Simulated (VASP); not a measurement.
# NbTe: single point with PBEsol

The system is NbTe.

```
Nb Te
1.0
     3.70297    0.00000    0.00000
    -1.85149    3.20687    0.00000
     0.00000    0.00000    3.69421
Nb Te
1 1
Direct
  0.00000 0.00000 0.50000
  0.66667 0.33333 0.00000
```

```json
{
  "Program": "VASP 6.6.1",
  "Task": "single point",
  "Functional": "PBEsol",
  "Potentials or basis": "VASP PAW PBE potentials, release 64 (Nb_sv, Te)",
  "Cutoff": "500 eV",
  "k mesh": "7 × 7 × 6",
  "Occupations": "fermi-dirac, width 0.1 eV",
  "Spin": "no spin polarisation"
}
```

- Pressure: -5.2 GPa

Stress tensor (GPa, compression positive):
```
-5.05  0.00  0.00
 0.00 -5.05  0.00
 0.00  0.00 -5.51
```

Levels at points of the mesh, in eV from the Fermi level:
```
           k point  band 8  band 9  band 10  band 11  band 12  band 13
(0.00, 0.00, 0.00)   -3.00   -2.32     0.15     0.15     2.47     2.47
(0.00, 0.00, 0.50)   -2.59   -0.95    -0.95     0.68     1.67     1.67
```

Wall time 12 s on 1 thread of Intel(R) Xeon(R) Platinum 8488C (Sapphire Rapids), with other jobs on the host, peak memory 0.17 GiB.

Caveat: the PAW data sets were made with another functional, which shifts forces and pressure a little; spin-orbit coupling is left out, which moves the levels of the heavy elements.
